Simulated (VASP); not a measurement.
# AlN (R-3m) in VASP: further runs

AlN is run at these levels: PBE; tasks: single point.

Everything below comes from runs of VASP 6.6.1. Logs are shortened: lines on timing, memory, paths and dates and some standing lists are left out, and cuts for length are marked.

## 1. The cell of the first run

It takes space group R-3m (No. 166, trigonal). Conventional cell: a = 3.111 Å, b = 3.111 Å, c = 6.755 Å, α = 90.00°, β = 90.00°, γ = 120.00°. Within 2.8 Å of Al (site symmetry -3m) lie 6 N at 2.12 Å. N (site symmetry -3m) has 6 Al at 2.12 Å within 2.8 Å.

## 2. Single point, PBE

Input file INCAR:

```
  ALGO = Normal
  EDIFF = 1E-6
  ENCUT = 520
  GGA = PE
  ISIF = 2
  ISMEAR = 0
  LASPH = True
  LCHARG = False
  LREAL = False
  LWAVE = False
  NBANDS = 11
  NELM = 60
  PREC = Accurate
  SIGMA = 0.05
```

Input file KPOINTS:

```
k-points
0
Gamma
  10 10 10
```

Input file POSCAR:

```
AlN
1.0
   -0.1666051703      2.0332870433      2.0332870433
    2.0332870433     -0.1666051703      2.0332870433
    2.0332870433      2.0332870433     -0.1666051703
Al N
1 1
Direct
    0.5000000000      0.5000000000      0.5000000000
    0.0000000000      0.0000000000      0.0000000000
```

Potentials or basis: VASP PAW PBE potentials, release 64 (Al, N).

On the command line:

```
$ cat potpaw_PBE.64/Al/POTCAR potpaw_PBE.64/N/POTCAR > POTCAR
$ mpirun -np 1 vasp_std > vasp.out
```

OUTCAR:

```text
EDIFF = 1E-6
   ENCUT = 520
   GGA = PE
   ISIF = 2
   ISMEAR = 0
   LASPH = True
   LREAL = False
   NELM = 60
   PREC = Accurate

 ion  position               nearest neighbor table
   1  0.500  0.500  0.500-   2 2.12   2 2.12   2 2.12   2 2.12   2 2.12   2 2.12
   2  0.000  0.000  0.000-   1 2.12   1 2.12   1 2.12   1 2.12   1 2.12   1 2.12

  LATTYP: Found a trigonal (rhomboedric) cell.
 ALAT       =     2.8803245796
 COS(alpha) =     0.4166624355

  Lattice vectors:

 A1 = (  -0.1666051703,   2.0332870433,   2.0332870433)
 A2 = (   2.0332870433,  -0.1666051703,   2.0332870433)
 A3 = (   2.0332870433,   2.0332870433,  -0.1666051703)

Analysis of symmetry for initial positions (statically):
=====================================================================
 Subroutine PRICEL returns:
 Original cell was already a primitive cell.

 Routine SETGRP: Setting up the symmetry group for a
 trigonal (rhombohedral) supercell.

 Subroutine GETGRP returns: Found 12 space group operations
 (whereof 12 operations were pure point group operations)
 out of a pool of 12 trial point group operations.

The static configuration has the point symmetry D_3d.

Analysis of symmetry for dynamics (positions and initial velocities):
=====================================================================
 Subroutine PRICEL returns:
 Original cell was already a primitive cell.

 Routine SETGRP: Setting up the symmetry group for a
 trigonal (rhombohedral) supercell.

 Subroutine GETGRP returns: Found 12 space group operations
 (whereof 12 operations were pure point group operations)
 out of a pool of 12 trial point group operations.

The dynamic configuration has the point symmetry D_3d.

 Subroutine INISYM returns: Found 12 space group operations
 (whereof 12 operations are pure point group operations),
 and found     1 'primitive' translations

----------------------------------------------------------------------------------------

                                     Primitive cell

  volume of cell :      18.8740

  direct lattice vectors                    reciprocal lattice vectors
    -0.166605170  2.033287043  2.033287043    -0.217574384  0.236993342  0.236993342
     2.033287043 -0.166605170  2.033287043     0.236993342 -0.217574384  0.236993342
     2.033287043  2.033287043 -0.166605170     0.236993342  0.236993342 -0.217574384

  length of vectors
     2.880324580  2.880324580  2.880324580     0.399587663  0.399587663  0.399587663

  position of ions in fractional coordinates (direct lattice)
     0.500000000  0.500000000  0.500000000
     0.000000000  0.000000000  0.000000000

  ion indices of the primitive-cell ions
   primitive index   ion index
                 1           1
                 2           2

----------------------------------------------------------------------------------------

 KPOINTS: k-points

Automatic generation of k-mesh.
 Grid dimensions read from file:
 generate k-points for:   10   10   10

 Generating k-lattice:

  Cartesian coordinates                     Fractional coordinates (reciprocal lattice)
    -0.021757438  0.023699334  0.023699334     0.100000000 -0.000000000 -0.000000000
     0.023699334 -0.021757438  0.023699334    -0.000000000  0.100000000 -0.000000000
     0.023699334  0.023699334 -0.021757438    -0.000000000 -0.000000000  0.100000000

  Length of vectors
     0.039958766  0.039958766  0.039958766

  Shift w.r.t. Gamma in fractional coordinates (k-lattice)
     0.000000000  0.000000000  0.000000000

 Subroutine IBZKPT returns following result:
 ===========================================

 Found    116 irreducible k-points:

 Following reciprocal coordinates:
            Coordinates               Weight
  0.000000  0.000000  0.000000      1.000000
  0.100000  0.000000 -0.000000      6.000000
  0.200000  0.000000 -0.000000      6.000000
  0.300000 -0.000000 -0.000000      6.000000
  0.400000  0.000000  0.000000      6.000000
  0.500000  0.000000  0.000000      3.000000
[... 16 lines left out ...]
  0.300000  0.300000 -0.000000      6.000000
  0.400000  0.300000  0.000000     12.000000
 [... further k-points ...]
   k-points           NKPTS =    116   k-points in BZ     NKDIM =    116   number of bands    NBANDS=     11
   number of dos      NEDOS =    301   number of ions     NIONS =      2
   total plane-waves  NPLWV =  13824
   dimension x,y,z NGX =    24 NGY =   24 NGZ =   24
   dimension x,y,z NGXF=    48 NGYF=   48 NGZF=   48
   ions per type =               1   1
   NGX,Y,Z   is equivalent  to a cutoff of  13.85, 13.85, 13.85 a.u.
   NGXF,Y,Z  is equivalent  to a cutoff of  27.70, 27.70, 27.70 a.u.
 SYSTEM =  unknown system
   PREC   = accura    normal or accurate (medium, high low for compatibility)
   ISTART =      0    job   : 0-new  1-cont  2-samecut
   ICHARG =      2    charge: 1-file 2-atom 10-const
   ISPIN  =      1    spin polarized calculation?
   LNONCOLLINEAR =      F non collinear calculations
   LSORBIT =      F    spin-orbit coupling
   LASPH  =      T    aspherical Exc in radial PAW
   ENCUT  =  520.0 eV  38.22 Ry    6.18 a.u.   5.36  5.36  5.36*2*pi/ulx,y,z
   NELM   =     60;   NELMIN=  2; NELMDL= -5     # of ELM steps
   EDIFF  = 0.1E-05   stopping-criterion for ELM
   LREAL  =      F    real-space projection
   EDIFFG = 0.1E-04   stopping-criterion for IOM
   NSW    =      0    number of steps for IOM
   IBRION =     -1    ionic relax: 0-MD 1-quasi-New 2-CG
   NFREE  =      0    steps in history (QN), initial steepest desc. (CG)
   ISIF   =      2    stress and relaxation
   ISYM   =      2    0-nonsym 1-usesym 2-fastsym
   POTIM  = 0.5000    time-step for ionic-motion
   TEBEG  =    0.0;   TEEND  =   0.0 temperature during run
   PSTRESS=    0.0 pullay stress
   NELECT =       8.0000    total number of electrons
   NUPDOWN=      -1.0000    fix difference up-down
   EMIN   =  10.00;   EMAX   =-10.00  energy-range for DOS
   EFERMI =   0.00;   METHOD = LEGACY
   ISMEAR =     0;   SIGMA  =   0.05  broadening in eV -4-tet -1-fermi 0-gaus
   EFERMI_NEDOS =   21; number of points for ismear=-14 and -15
   IALGO  =     38    algorithm
   IMIX   =      4    mixing-type and parameters
     AMIX     =   0.40;   BMIX     =  1.00
     AMIX_MAG =   1.60;   BMIX_MAG =  1.00
  volume/ion in A,a.u.               =       9.44        63.68
  Fermi-wavevector in a.u.,A,eV,Ry     =   1.229750  2.323891 20.575889  1.512285
  Thomas-Fermi vector in A             =   2.364625
   LORBIT       =      0    0 simple, 1 ext, 2 COOP (PROOUT), +10 PAW based schemes
   GGA     = PE    functional components
   LHFCALC =     F    Hartree Fock is set to
   AEXX    =    0.0000 exact exchange contribution
   IVDW    =     0    specifies the selected vdW correction
   LEPSILON=     F    determine dielectric tensor
   LRPA    =     F    only Hartree local field effects (RPA)
 non-spin polarized calculation
 Gauss-broadening in eV      SIGMA  =   0.05
  energy-cutoff  :      520.00
  volume of cell :       18.87
 maximum number of plane-waves:       520
 NGX is ok and might be reduce to    24

 number of electron       8.0000000 magnetization

 Free energy of the ion-electron system (eV)
  ---------------------------------------------------
  ext. energy  EPLUGINS =         0.00000000
  ---------------------------------------------------
  free energy    TOTEN  =       -14.11934278 eV

  energy without entropy =      -14.11934278  energy(sigma->0) =      -14.11934278

 E-fermi :   9.4126     XC(G=0): -11.6878

 val. band max:        9.2177999012   @ k =   0.0000   0.0000   0.0000
 cond. band min:      11.1974106336   @ k =   0.5000   0.5000  -0.0000
 fundamental gap:      1.9796107323
 Fermi energy:         9.4125898122

 k-point     1 :       0.0000    0.0000    0.0000
  band No.  band energies     occupation
      1      -8.0388      2.00000
      2       7.9537      2.00000
      3       7.9537      2.00000
      4       9.2178      2.00000
      5      11.8639      0.00000
      6      18.9673      0.00000
      7      18.9673      0.00000
      8      23.0179      0.00000
      9      23.6978      0.00000
     10      24.8936      0.00000
     11      24.8936      0.00000

 k-point     2 :       0.1000    0.0000   -0.0000
  band No.  band energies     occupation
      1      -7.8678      2.00000
      2       6.9742      2.00000
      3       7.8910      2.00000
      4       9.0277      2.00000
      5      12.6253      0.00000
      6      18.4545      0.00000
      7      19.2761      0.00000
      8      22.7835      0.00000
      9      23.0317      0.00000
     10      23.6308      0.00000
     11      25.0165      0.00000

 k-point     3 :       0.2000    0.0000   -0.0000
  band No.  band energies     occupation
      1      -7.3733      2.00000
      2       4.9979      2.00000
      3       7.7382      2.00000
      4       8.7530      2.00000
      5      13.6570      0.00000
      6      17.8647      0.00000
      7      19.8081      0.00000
      8      21.8039      0.00000
      9      21.8109      0.00000
     10      24.1419      0.00000
     11      24.9281      0.00000

 k-point     4 :       0.3000   -0.0000   -0.0000
  band No.  band energies     occupation
      1      -6.6263      2.00000
      2       2.9439      2.00000
      3       7.5688      2.00000
      4       8.4885      2.00000
      5      14.0062      0.00000
      6      18.1189      0.00000
      7      19.2797      0.00000
      8      20.8375      0.00000
      9      22.6663      0.00000
     10      23.8294      0.00000
     11      26.4587      0.00000
[... 239 lines left out ...]
 k-point    22 :      -0.2000    0.2000    0.0000
  band No.  band energies     occupation
      1      -6.4251      2.00000
      2       3.5341      2.00000
      3       5.6274      2.00000
      4       8.3149      2.00000
      5      15.6420      0.00000
      6      17.4322      0.00000
      7      18.2410      0.00000
      8      20.8573      0.00000
      9      23.3068      0.00000
     10      26.0766      0.00000
     11      27.6940      0.00000

 k-point    23 :       0.3000    0.3000   -0.0000
  band No.  band energies     occupation
      1      -6.0656      2.00000
      2       3.8904      2.00000
      3       5.9488      2.00000
      4       7.3278      2.00000
      5      13.2890      0.00000
      6      15.8208      0.00000
      7      18.2682      0.00000
      8      21.8078      0.00000
      9      23.2955      0.00000
     10      27.7472      0.00000
     11      30.0916      0.00000

 k-point    24 :       0.4000    0.3000    0.0000
  band No.  band energies     occupation
      1      -5.4389      2.00000
      2       2.9401      2.00000
      3       5.4035      2.00000
      4       7.1311      2.00000
      5      13.1021      0.00000
      6      15.4558      0.00000
      7      18.6627      0.00000
      8      22.3247      0.00000
      9      23.1761      0.00000
     10      28.8582      0.00000
     11      30.9146      0.00000

 [... further k-points ...]
[... 5 lines left out ...]
  --------------------------------------------------------------------------------------
  -------------------------------------------------------------------------------------
  Total       -2.5581184     -2.5581184     -2.5581184      2.1048522      2.1048522      2.1048522
  in kB     -217.1537160   -217.1537160   -217.1537160    178.6768322    178.6768322    178.6768322
  external PRESSURE =    -217.1537160 kB  Pullay stress =       0.0000000 kB

 VOLUME and BASIS-vectors are now :
 -----------------------------------------------------------------------------
  energy-cutoff  :      520.00
  volume of cell :       18.87
      direct lattice vectors                 reciprocal lattice vectors
    -0.166605170  2.033287043  2.033287043    -0.217574384  0.236993342  0.236993342
     2.033287043 -0.166605170  2.033287043     0.236993342 -0.217574384  0.236993342
     2.033287043  2.033287043 -0.166605170     0.236993342  0.236993342 -0.217574384

 POSITION                                       TOTAL-FORCE (eV/Angst)
 -----------------------------------------------------------------------------------
      1.94998      1.94998      1.94998        -0.000000      0.000000     -0.000000
      0.00000      0.00000      0.00000         0.000000     -0.000000      0.000000
 -----------------------------------------------------------------------------------
    total drift:                                0.000000     -0.000000     -0.000000

  FREE ENERGIE OF THE ION-ELECTRON SYSTEM (eV)
  ---------------------------------------------------
  free  energy   TOTEN  =       -14.1193427815 eV

  energy  without entropy=      -14.1193427815  energy(sigma->0) =      -14.11934278
```

It took 48 s on 1 thread of AMD EPYC 7R13, shared host; peak memory 0.12 GiB.

Results:

* Free energy: -14.1193 eV
* Pressure: -21.7 GPa
* Band gap on the k mesh: 1.98 eV, indirect (least direct gap 2.65 eV)

## 3. Single point, PBE

This run uses another cell than the first one, of the same volume but with other edges.

Input file INCAR:

```
SYSTEM = AlN
ALGO     = Normal         ! electronic algorithm
EDIFF    = 1E-6           ! SCF threshold, eV
ENCUT    = 520            ! plane-wave cutoff, eV
GGA      = PE             ! functional
ISIF     = 2              ! what is computed and relaxed
ISMEAR   = 0              ! smearing method
LASPH    = .TRUE.         ! aspherical terms in the spheres
LCHARG   = .FALSE.        ! write CHGCAR
LREAL    = .FALSE.        ! projectors in reciprocal space
LWAVE    = .FALSE.        ! write WAVECAR
NBANDS   = 11             ! bands
NELM     = 100            ! most SCF steps
PREC     = Accurate       ! precision mode
SIGMA    = 0.05           ! smearing width, eV
```

Input file KPOINTS:

```
k-points
0
G
  10 10 10
  0 0 0
```

Input file POSCAR:

```
AlN
1.0
    0.1734919730      2.2034292548      2.2034292548
    2.2034292548      0.1734919730      2.2034292548
    2.2034292548      2.2034292548      0.1734919730
Al N
1 1
Direct
    0.5000000000      0.5000000000      0.5000000000
    0.0000000000      0.0000000000      0.0000000000
```

Potentials or basis: VASP PAW PBE potentials, release 64 (Al, N).

On the command line:

```
$ cat potpaw_PBE.64/Al/POTCAR potpaw_PBE.64/N/POTCAR > POTCAR
$ mpirun -np 1 vasp_std > vasp.out
```

Wall time 48 s (1 thread of AMD EPYC 7R13, shared host); peak memory 0.12 GiB.

The run converged. Its results:

```yaml
Free_energy: -14.0683 eV
Pressure: -21.4 GPa
Band_gap_on_the_k_mesh: 2.23 eV, indirect (least direct gap 2.59 eV)
```

Stress tensor (GPa, compression positive):
```
-21.40 -23.24 -23.24
-23.24 -21.40 -23.24
-23.24 -23.24 -21.40
```

Levels at points of the mesh, in eV from the valence-band top:
| k point | band 1 | band 2 | band 3 | band 4 | band 5 | band 6 | band 7 | band 8 |
| --- | --- | --- | --- | --- | --- | --- | --- | --- |
| (0.00, 0.00, 0.00) | -17.00 | -1.71 | 0.00 | 0.00 | 2.59 | 9.85 | 12.20 | 12.20 |
| (0.50, 0.00, 0.00) | -14.04 | -7.80 | -2.13 | -1.10 | 3.79 | 8.79 | 9.45 | 10.56 |
| (0.50, 0.50, 0.00) | -13.39 | -7.10 | -3.73 | -2.26 | 2.23 | 5.51 | 11.05 | 14.71 |
| (0.50, 0.50, 0.50) | -14.70 | -8.96 | -0.65 | -0.65 | 6.23 | 9.68 | 11.09 | 11.09 |

## 4. Single point, PBE

Input file INCAR:

```
ALGO     = Normal         # electronic algorithm
EDIFF    = 1E-6           # SCF threshold, eV
ENCUT    = 520            # plane-wave cutoff, eV
GGA      = PE             # functional
ISIF     = 2              # what is computed and relaxed
ISMEAR   = 0              # smearing method
LASPH    = T              # aspherical terms in the spheres
LCHARG   = T              # write CHGCAR
LELF     = T              # ELF
LREAL    = F              # projectors in reciprocal space
LVHAR    = T            
LWAVE    = F              # write WAVECAR
NBANDS   = 11             # bands
NELM     = 80             # most SCF steps
PREC     = Accurate       # precision mode
SIGMA    = 0.05           # smearing width, eV
```

Input file KPOINTS:

```
k-points
0
Gamma
  10 10 10
```

Input file POSCAR:

```
AlN
1.0
   -0.1255933514      2.0523260370      2.0523260370
    2.0523260370     -0.1255933514      2.0523260370
    2.0523260370      2.0523260370     -0.1255933514
Al N
1 1
Direct
    0.5000000000      0.5000000000      0.5000000000
    0.0000000000      0.0000000000      0.0000000000
```

On the command line:

```
$ cat potpaw_PBE.64/Al/POTCAR potpaw_PBE.64/N/POTCAR > POTCAR
$ mpirun -np 1 vasp_std > vasp.out
```

Run time: 48 s. Hardware: 1 thread of AMD EPYC 7R13, shared host; peak memory 0.12 GiB.

It converged, with:

```yaml
Free_energy: -14.2328 eV
Pressure: -22.2 GPa
Band_gap_on_the_k_mesh: 2.38 eV, indirect (least direct gap 2.98 eV)
```

Stress tensor (GPa, compression positive):
```
-22.16  14.02  14.02
 14.02 -22.16  14.02
 14.02  14.02 -22.16
```

Levels at points of the mesh, in eV from the valence-band top:
| k point | band 1 | band 2 | band 3 | band 4 | band 5 | band 6 | band 7 | band 8 | band 9 |
| --- | --- | --- | --- | --- | --- | --- | --- | --- | --- |
| (0.00, 0.00, 0.00) | -17.08 | -1.00 | -1.00 | 0.00 | 2.98 | 10.21 | 10.21 | 13.14 | 14.95 |
| (0.50, 0.00, 0.00) | -14.44 | -8.38 | -1.63 | -0.98 | 4.80 | 9.30 | 10.28 | 10.46 | 14.36 |
| (0.50, 0.50, 0.00) | -13.49 | -7.18 | -3.68 | -2.53 | 2.38 | 5.21 | 11.42 | 14.18 | 15.16 |
| (0.50, 0.50, 0.50) | -13.90 | -7.54 | -2.03 | -2.03 | 3.61 | 8.04 | 8.04 | 11.00 | 13.50 |

## 5. The runs side by side

```tsv
cell	gap on the mesh (eV)	pressure (GPa)
a = 2.880 Å, angles 65.4°, 2 atoms	1.98	-21.7
a = 3.121 Å, angles 54.8°, 2 atoms	2.23	-21.4
a = 2.905 Å, angles 64.0°, 2 atoms	2.38	-22.2
```

Alike in all rows: task single point; level PBE; potentials or basis VASP PAW PBE potentials, release 64 (Al, N); no spin polarisation; k mesh 10 × 10 × 10; cutoff (eV) 520; smearing gaussian 0.05 eV.

Total energies depend on the potentials used, so only differences within one code and one set of settings carry meaning.
